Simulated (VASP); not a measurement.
GdO:

```
Gd O
1.0
     0.00000    2.68188    2.68188
     2.68188    0.00000    2.68188
     2.68188    2.68188    0.00000
Gd O
1 1
Direct
  0.00000 0.00000 0.00000
  0.75000 0.75000 0.75000
```

Base run:

* Program: VASP 6.6.1
* Functional: LDA
* Potentials or basis: VASP PAW PBE potentials, release 64 (Gd, O)
* Cutoff: 520 eV
* k mesh: 9 × 9 × 9
* Occupations: fermi-dirac, width 0.05 eV
* Spin: collinear spin, ferromagnetic start
* Starting moments: [7.0, 0.0] μB

Its results: pressure -5.7 GPa; net moment 6.85 μB per cell; site moments Gd +6.64; O -0.05 μB.

**Question.** The run is repeated on the same cell with these changes: functional from LDA to PBEsol. What comes out?

**Answer.** Pressure -2.6 GPa; net moment 7.52 μB per cell; site moments Gd +6.87; O -0.03 μB.

PBEsol binds less tightly than LDA, so the same cell stands under more pressure.

Caveats: the PAW data sets were made with another functional, which shifts forces and pressure a little; a cell with one magnetic atom can't hold antiferromagnetic order, which such compounds often take.
